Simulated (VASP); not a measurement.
The system is Fe.

```
CELL_PARAMETERS angstrom
2.43416 0.00000 0.00000
-1.21708 2.10804 0.00000
0.00000 0.00000 3.84193
ATOMIC_POSITIONS crystal
Fe 0.66667 0.33333 0.75000
Fe 0.33333 0.66667 0.25000
```

Program: VASP 6.6.1. Alike in all runs: task single point; potentials or basis VASP PAW PBE potentials, release 64 (Fe); cell as given; cutoff (eV) 520; smearing fermi-dirac 0.05 eV.

Q: Order these runs on this cell by their pressure, lowest first.
A. level PBEsol; spin collinear, ferromagnetic start; fixed moment (μB) 6.0; k mesh 10 × 10 × 6
B. level PBEsol; spin off; k mesh 12 × 12 × 7
C. level PBE; spin collinear, ferromagnetic start; fixed moment (μB) 1.5; k mesh 10 × 10 × 6
D. level PBEsol; spin collinear, ferromagnetic start; fixed moment (μB) 9.0; k mesh 10 × 10 × 6
E. level PBE; spin collinear, ferromagnetic start; fixed moment (μB) 6.0; k mesh 10 × 10 × 6

A: B (-1.9 GPa), C (15.5 GPa), A (67.6 GPa), E (79.1 GPa), D (181.6 GPa).

Caveats: the total moment is fixed, so each spin has its own Fermi level (some runs); the PAW data sets were made with another functional, which shifts forces and pressure a little (some runs).
